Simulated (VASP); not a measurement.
Input of a VASP 6.6.1 run:

The input INCAR:

```
ALGO = Fast
EDIFF = 1E-6
ENCUT = 520
GGA = CA
ISIF = 2
ISMEAR = -1
LASPH = T
LCHARG = F
LREAL = F
LWAVE = F
NBANDS = 15
NELM = 80
PREC = Accurate
SIGMA = 0.05
```

File KPOINTS:

```
k-points
0
Gamma
  11 11 6
```

Contents of POSCAR:

```
Os
1.0
    2.7522071502      0.0000000000      0.0000000000
   -1.3761035751      2.3834813086      0.0000000000
    0.0000000000      0.0000000000      4.3483081185
Os
2
Direct
    0.6666666667      0.3333333333      0.7500000000
    0.3333333333      0.6666666667      0.2500000000
```

Potentials or basis: VASP PAW LDA potentials, release 64 (Os).

Command:

```sh
$ cat potpaw_LDA.64/Os/POTCAR > POTCAR
$ mpirun -np 1 vasp_std > vasp.out
```

What does it give for the band gap on the k mesh?

Zero (bands 8 and 9 overlap by 3.76 eV).

Estimate the pressure.

-15.7 GPa.

Stress tensor (GPa, compression positive):
```
-15.35   0.00   0.00
  0.00 -15.35   0.00
  0.00   0.00 -16.49
```

Caveat: the cell stands under tension; spin-orbit coupling is left out, which moves the levels of the heavy elements.
